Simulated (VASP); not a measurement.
# Cr (Fd-3m) in VASP: a series of runs

Runs on Cr. Level: LDA. Tasks: single point.

Program: VASP 6.6.1. These are calculated values, not measurements. Logs are shortened: lines on timing, memory, paths and dates and some standing lists are left out, and cuts for length are marked.

## Step 1: The cell of the first run

The structure is cubic, space group Fd-3m (No. 227). The conventional cell has a = 4.986 Å, b = 4.986 Å, c = 4.986 Å, α = 90.00°, β = 90.00°, γ = 90.00°. Cr (site symmetry -43m) has 4 Cr at 2.16 Å within 2.9 Å.

This isn't the form of Cr at room conditions, which is bcc.

## Step 2: Single point, LDA, collinear spin, ferromagnetic start

INCAR

```
SYSTEM = Cr
  PREC = Accurate
  ENCUT = 520
  EDIFF = 1E-6
  ISMEAR = -1
  SIGMA = 0.05
  LREAL = .False.
  LASPH = .True.
  NELM = 150
  ALGO = Normal
  ISIF = 2
  LWAVE = .False.
  LCHARG = .False.
  ISPIN = 2
  MAGMOM = 2 2
  LORBIT = 11
  LMAXMIX = 4
  GGA = CA
  NBANDS = 23
```

KPOINTS

```
Automatic mesh
0
Gamma
  14 14 14
  0 0 0
```

POSCAR

```
Cr
1.0
    0.0000000000      2.4930525405      2.4930525405
    2.4930525405      0.0000000000      2.4930525405
    2.4930525405      2.4930525405      0.0000000000
Cr
2
Direct
   -0.1250000000     -0.1250000000     -0.1250000000
    0.1250000000      0.1250000000      0.1250000000
```

Potentials or basis: VASP PAW LDA potentials, release 64 (Cr_pv).

On the command line:

```bash
$ cat potpaw_LDA.64/Cr_pv/POTCAR > POTCAR
$ mpirun -np 1 vasp_std > vasp.out
```

OUTCAR:

```text
SYSTEM = Cr
   PREC = Accurate
   ENCUT = 520
   EDIFF = 1E-6
   ISMEAR = -1
   LREAL = .False.
   LASPH = .True.
   NELM = 150
   ISIF = 2
   ISPIN = 2
   LORBIT = 11
   GGA = CA

 ion  position               nearest neighbor table
   1  0.875  0.875  0.875-   2 2.16   2 2.16   2 2.16   2 2.16
   2  0.125  0.125  0.125-   1 2.16   1 2.16   1 2.16   1 2.16

  LATTYP: Found a face centered cubic cell.
 ALAT       =     4.9861050810

  Lattice vectors:

 A1 = (   0.0000000000,   2.4930525405,   2.4930525405)
 A2 = (   2.4930525405,   0.0000000000,   2.4930525405)
 A3 = (   2.4930525405,   2.4930525405,   0.0000000000)

Analysis of symmetry for initial positions (statically):
=====================================================================
 Subroutine PRICEL returns:
 Original cell was already a primitive cell.

 Routine SETGRP: Setting up the symmetry group for a
 face centered cubic supercell.

 Subroutine GETGRP returns: Found 48 space group operations
 (whereof 12 operations were pure point group operations)
 out of a pool of 48 trial point group operations.

The static configuration has the point symmetry D_3d.
 The point group associated with its full space group is O_h .

Analysis of symmetry for dynamics (positions and initial velocities):
=====================================================================
 Subroutine PRICEL returns:
 Original cell was already a primitive cell.

 Routine SETGRP: Setting up the symmetry group for a
 face centered cubic supercell.

 Subroutine GETGRP returns: Found 48 space group operations
 (whereof 12 operations were pure point group operations)
 out of a pool of 48 trial point group operations.

The dynamic configuration has the point symmetry D_3d.
 The point group associated with its full space group is O_h .

Analysis of structural, dynamic, and magnetic symmetry:
=====================================================================
 Subroutine PRICEL returns:
 Original cell was already a primitive cell.

 Routine SETGRP: Setting up the symmetry group for a
 face centered cubic supercell.

 Subroutine GETGRP returns: Found 48 space group operations
 (whereof 12 operations were pure point group operations)
 out of a pool of 48 trial point group operations.

The overall configuration has the point symmetry D_3d.
 The point group associated with its full space group is O_h .

 Subroutine INISYM returns: Found 48 space group operations
 (whereof 12 operations are pure point group operations),
 and found     1 'primitive' translations

----------------------------------------------------------------------------------------

                                     Primitive cell

  volume of cell :      30.9902

  direct lattice vectors                    reciprocal lattice vectors
     0.000000000  2.493052540  2.493052540    -0.200557346  0.200557346  0.200557346
     2.493052540  0.000000000  2.493052540     0.200557346 -0.200557346  0.200557346
     2.493052540  2.493052540  0.000000000     0.200557346  0.200557346 -0.200557346

  length of vectors
     3.525708714  3.525708714  3.525708714     0.347375512  0.347375512  0.347375512

  position of ions in fractional coordinates (direct lattice)
     0.875000000  0.875000000  0.875000000
     0.125000000  0.125000000  0.125000000

  ion indices of the primitive-cell ions
   primitive index   ion index
                 1           1
                 2           2

----------------------------------------------------------------------------------------

 KPOINTS: Automatic mesh

Automatic generation of k-mesh.
 Grid dimensions read from file:
 generate k-points for:   14   14   14

 Generating k-lattice:

  Cartesian coordinates                     Fractional coordinates (reciprocal lattice)
    -0.014325525  0.014325525  0.014325525     0.071428571  0.000000000  0.000000000
     0.014325525 -0.014325525  0.014325525     0.000000000  0.071428571  0.000000000
     0.014325525  0.014325525 -0.014325525     0.000000000  0.000000000  0.071428571

  Length of vectors
     0.024812537  0.024812537  0.024812537

  Shift w.r.t. Gamma in fractional coordinates (k-lattice)
     0.000000000  0.000000000  0.000000000

 Subroutine IBZKPT returns following result:
 ===========================================

 Found    104 irreducible k-points:

 Following reciprocal coordinates:
            Coordinates               Weight
  0.000000  0.000000  0.000000      1.000000
  0.071429  0.000000  0.000000      8.000000
  0.142857  0.000000  0.000000      8.000000
  0.214286  0.000000  0.000000      8.000000
  0.285714  0.000000  0.000000      8.000000
  0.357143  0.000000  0.000000      8.000000
[... 16 lines left out ...]
  0.214286  0.142857  0.000000     24.000000
  0.285714  0.142857  0.000000     24.000000
 [... further k-points ...]
   k-points           NKPTS =    104   k-points in BZ     NKDIM =    104   number of bands    NBANDS=     23
   number of dos      NEDOS =    301   number of ions     NIONS =      2
   total plane-waves  NPLWV =  21952
   dimension x,y,z NGX =    28 NGY =   28 NGZ =   28
   dimension x,y,z NGXF=    56 NGYF=   56 NGZF=   56
   ions per type =               2
   NGX,Y,Z   is equivalent  to a cutoff of  13.20, 13.20, 13.20 a.u.
   NGXF,Y,Z  is equivalent  to a cutoff of  26.41, 26.41, 26.41 a.u.
 SYSTEM =  Cr
   PREC   = accura    normal or accurate (medium, high low for compatibility)
   ISTART =      0    job   : 0-new  1-cont  2-samecut
   ICHARG =      2    charge: 1-file 2-atom 10-const
   ISPIN  =      2    spin polarized calculation?
   LNONCOLLINEAR =      F non collinear calculations
   LSORBIT =      F    spin-orbit coupling
   LASPH  =      T    aspherical Exc in radial PAW
   ENCUT  =  520.0 eV  38.22 Ry    6.18 a.u.   6.56  6.56  6.56*2*pi/ulx,y,z
   NELM   =    150;   NELMIN=  2; NELMDL= -5     # of ELM steps
   EDIFF  = 0.1E-05   stopping-criterion for ELM
   LREAL  =      F    real-space projection
   EDIFFG = 0.1E-04   stopping-criterion for IOM
   NSW    =      0    number of steps for IOM
   IBRION =     -1    ionic relax: 0-MD 1-quasi-New 2-CG
   NFREE  =      0    steps in history (QN), initial steepest desc. (CG)
   ISIF   =      2    stress and relaxation
   ISYM   =      2    0-nonsym 1-usesym 2-fastsym
   POTIM  = 0.5000    time-step for ionic-motion
   TEBEG  =    0.0;   TEEND  =   0.0 temperature during run
   PSTRESS=    0.0 pullay stress
   NELECT =      24.0000    total number of electrons
   NUPDOWN=      -1.0000    fix difference up-down
   EMIN   =  10.00;   EMAX   =-10.00  energy-range for DOS
   EFERMI =   0.00;   METHOD = LEGACY
   ISMEAR =    -1;   SIGMA  =   0.05  broadening in eV -4-tet -1-fermi 0-gaus
   EFERMI_NEDOS =   21; number of points for ismear=-14 and -15
   IALGO  =     38    algorithm
   IMIX   =      4    mixing-type and parameters
     AMIX     =   0.40;   BMIX     =  1.00
     AMIX_MAG =   1.60;   BMIX_MAG =  1.00
  volume/ion in A,a.u.               =      15.50       104.57
  Fermi-wavevector in a.u.,A,eV,Ry     =   1.503386  2.840987 30.751470  2.260169
  Thomas-Fermi vector in A             =   2.614503
   LORBIT       =     11    0 simple, 1 ext, 2 COOP (PROOUT), +10 PAW based schemes
   GGA     = CA    functional components
   LHFCALC =     F    Hartree Fock is set to
   AEXX    =    0.0000 exact exchange contribution
   IVDW    =     0    specifies the selected vdW correction
   LEPSILON=     F    determine dielectric tensor
   LRPA    =     F    only Hartree local field effects (RPA)
 spin polarized calculation
  energy-cutoff  :      520.00
  volume of cell :       30.99
 maximum number of plane-waves:       869
 NGX is ok and might be reduce to    28
   NGX = 13   NGY = 13   NGZ = 13

 number of electron      24.0000000 magnetization      -0.0019755

 number of electron      24.0000000 magnetization       0.0003206

 Free energy of the ion-electron system (eV)
  ---------------------------------------------------
  ext. energy  EPLUGINS =         0.00000000
  ---------------------------------------------------
  free energy    TOTEN  =       -16.80027662 eV

  energy without entropy =      -16.77026796  energy(sigma->0) =      -16.78527229

 E-fermi :   6.7624     XC(G=0): -11.9615

 val. band max:        6.7550455285   @ k =  -0.3571   0.4286   0.1429
 cond. band min:       6.7663606671   @ k =   0.5000   0.3571   0.0000
 fundamental gap:      0.0113151386
 Fermi energy:         6.7623726117

 spin component 1

 k-point     1 :       0.0000    0.0000    0.0000
  band No.  band energies     occupation
      1     -35.6069      1.00000
      2     -35.6069      1.00000
      3     -35.6069      1.00000
      4     -34.6422      1.00000
      5     -34.6422      1.00000
      6     -34.6422      1.00000
[... 15 lines left out ...]
     22      21.3286      0.00000
     23      21.5738      0.00000
[... 575 lines left out ...]
      1     -35.7197      1.00000
      2     -35.7135      1.00000
      3     -35.5258      1.00000
      4     -34.7363      1.00000
      5     -34.5335      1.00000
      6     -34.5306      1.00000
[... 15 lines left out ...]
     22      18.4609      0.00000
     23      19.6572      0.00000

 [... further k-points ...]

 spin component 2

 k-point     1 :       0.0000    0.0000    0.0000
  band No.  band energies     occupation
      1     -35.6068      1.00000
      2     -35.6068      1.00000
      3     -35.6068      1.00000
      4     -34.6420      1.00000
      5     -34.6420      1.00000
      6     -34.6420      1.00000
[... 15 lines left out ...]
     22      21.3288      0.00000
     23      21.5739      0.00000
[... 575 lines left out ...]
      1     -35.7195      1.00000
      2     -35.7134      1.00000
      3     -35.5257      1.00000
      4     -34.7362      1.00000
      5     -34.5334      1.00000
      6     -34.5304      1.00000
[... 15 lines left out ...]
     22      18.4610      0.00000
     23      19.6573      0.00000

 [... further k-points ...]

------------------------ aborting loop because EDIFF is reached ----------------------------------------

  FORCE on cell =-STRESS in cart. coord.  units (eV):
  Direction    XX          YY          ZZ          XY          YZ          ZX
  --------------------------------------------------------------------------------------
  -------------------------------------------------------------------------------------
  Total       -0.5534409     -0.5534409     -0.5534409      0.0000000      0.0000000      0.0000000
  in kB      -28.6126136    -28.6126136    -28.6126136      0.0000000      0.0000000      0.0000000
  external PRESSURE =     -28.6126136 kB  Pullay stress =       0.0000000 kB

 VOLUME and BASIS-vectors are now :
 -----------------------------------------------------------------------------
  energy-cutoff  :      520.00
  volume of cell :       30.99
      direct lattice vectors                 reciprocal lattice vectors
     0.000000000  2.493052540  2.493052540    -0.200557346  0.200557346  0.200557346
     2.493052540  0.000000000  2.493052540     0.200557346 -0.200557346  0.200557346
     2.493052540  2.493052540  0.000000000     0.200557346  0.200557346 -0.200557346

 POSITION                                       TOTAL-FORCE (eV/Angst)
 -----------------------------------------------------------------------------------
      4.36284      4.36284      4.36284        -0.000000      0.000000     -0.000000
      0.62326      0.62326      0.62326         0.000000     -0.000000      0.000000
 -----------------------------------------------------------------------------------
    total drift:                                0.000000     -0.000000     -0.000000

  FREE ENERGIE OF THE ION-ELECTRON SYSTEM (eV)
  ---------------------------------------------------
  free  energy   TOTEN  =       -16.8002766181 eV

  energy  without entropy=      -16.7702679621  energy(sigma->0) =      -16.78527229

 total charge

# of ion       s       p       d       tot
------------------------------------------
    1        0.478   6.196   4.566  11.240
    2        0.478   6.196   4.566  11.240
--------------------------------------------------
tot          0.957  12.392   9.132  22.480

 magnetization (x)

# of ion       s       p       d       tot
------------------------------------------
    1        0.000   0.000   0.000   0.000
    2        0.000   0.000   0.000   0.000
--------------------------------------------------
tot          0.000   0.000   0.000   0.000
```

Run time: 3.2 min. Hardware: 1 thread of Intel Xeon 8259CL, shared host; peak memory 0.22 GiB.

What came out:

```yaml
Free_energy: -16.8003 eV
Pressure: -2.9 GPa
Band_gap_on_the_k_mesh: zero (filled and empty bands overlap)
Net_moment: 0.00 μB per cell
Valence_electrons_inside_the_program's_atomic_spheres: Cr 11.24
```

Levels at points of the mesh, in eV from the Fermi level:
Spin up:
| k point | band 9 | band 10 | band 11 | band 12 | band 13 | band 14 | band 15 | band 16 |
| --- | --- | --- | --- | --- | --- | --- | --- | --- |
| (0.00, 0.00, 0.00) | -1.79 | -1.14 | -1.14 | -1.14 | 1.10 | 1.10 | 1.10 | 3.32 |
| (0.50, 0.00, 0.00) | -1.67 | -1.67 | -1.21 | -1.21 | 0.08 | 1.90 | 1.90 | 2.95 |
| (0.50, 0.50, 0.00) | -1.11 | -1.11 | 0.03 | 0.03 | 0.70 | 0.70 | 3.20 | 3.20 |
Spin down:
| k point | band 10 | band 11 | band 12 | band 13 | band 14 | band 15 |
| --- | --- | --- | --- | --- | --- | --- |
| (0.00, 0.00, 0.00) | -1.14 | -1.14 | -1.14 | 1.10 | 1.10 | 1.10 |
| (0.50, 0.00, 0.00) | -1.67 | -1.21 | -1.21 | 0.08 | 1.90 | 1.90 |
| (0.50, 0.50, 0.00) | -1.11 | 0.03 | 0.03 | 0.70 | 0.70 | 3.20 |

Caveat: an empty level that is flat over the whole mesh can mark a ghost state of the potentials, or a narrow d or f band.

## Step 3: Single point, LDA, collinear spin, ferromagnetic start

INCAR

```
SYSTEM = Cr
PREC = Accurate
ENCUT = 520
EDIFF = 1E-7
ISMEAR = -1
SIGMA = 0.05
LREAL = .FALSE.
LASPH = .TRUE.
NELM = 150
ALGO = Normal
ISIF = 2
LWAVE = .FALSE.
LCHARG = .TRUE.
ISPIN = 2
MAGMOM = 2 2
LORBIT = 11
LMAXMIX = 4
LELF = .TRUE.
LVHAR = .TRUE.
NBANDS = 23
```

KPOINTS

```
Automatic mesh
0
G
  14 14 14
  0 0 0
```

POSCAR

```
Cr
1.0
    0.0000000000      2.4932232282      2.4932232282
    2.4932232282      0.0000000000      2.4932232282
    2.4932232282      2.4932232282      0.0000000000
Cr
2
Direct
   -0.1250000000     -0.1250000000     -0.1250000000
    0.1250000000      0.1250000000      0.1250000000
```

Potentials or basis: VASP PAW LDA potentials, release 64 (Cr_pv).

On the command line:

```bash
$ cat potpaw_LDA.64/Cr_pv/POTCAR > POTCAR
$ mpirun -np 1 vasp_std > vasp.out
```

Wall time 3.3 min (1 thread of Intel Xeon 8259CL, shared host); peak memory 0.22 GiB.

The run converged. Its results:

```yaml
Free_energy: -16.8002 eV
Pressure: -2.9 GPa
Band_gap_on_the_k_mesh: zero (filled and empty bands overlap)
Net_moment: 0.00 μB per cell
Valence_electrons_inside_the_program's_atomic_spheres: Cr 11.24
```

Levels at points of the mesh, in eV from the Fermi level:
Spin up:
```csv
k point,band 9,band 10,band 11,band 12,band 13,band 14,band 15,band 16
"(0.00, 0.00, 0.00)",-1.78,-1.14,-1.14,-1.14,1.10,1.10,1.10,3.32
"(0.50, 0.00, 0.00)",-1.67,-1.67,-1.21,-1.21,0.08,1.90,1.90,2.95
"(0.50, 0.50, 0.00)",-1.11,-1.11,0.03,0.03,0.70,0.70,3.20,3.20
```
Spin down:
```tsv
k point	band 10	band 11	band 12	band 13	band 14	band 15
(0.00, 0.00, 0.00)	-1.14	-1.14	-1.14	1.10	1.10	1.10
(0.50, 0.00, 0.00)	-1.67	-1.21	-1.21	0.08	1.90	1.90
(0.50, 0.50, 0.00)	-1.11	0.03	0.03	0.70	0.70	3.20
```

Caveat: an empty level that is flat over the whole mesh can mark a ghost state of the potentials, or a narrow d or f band.
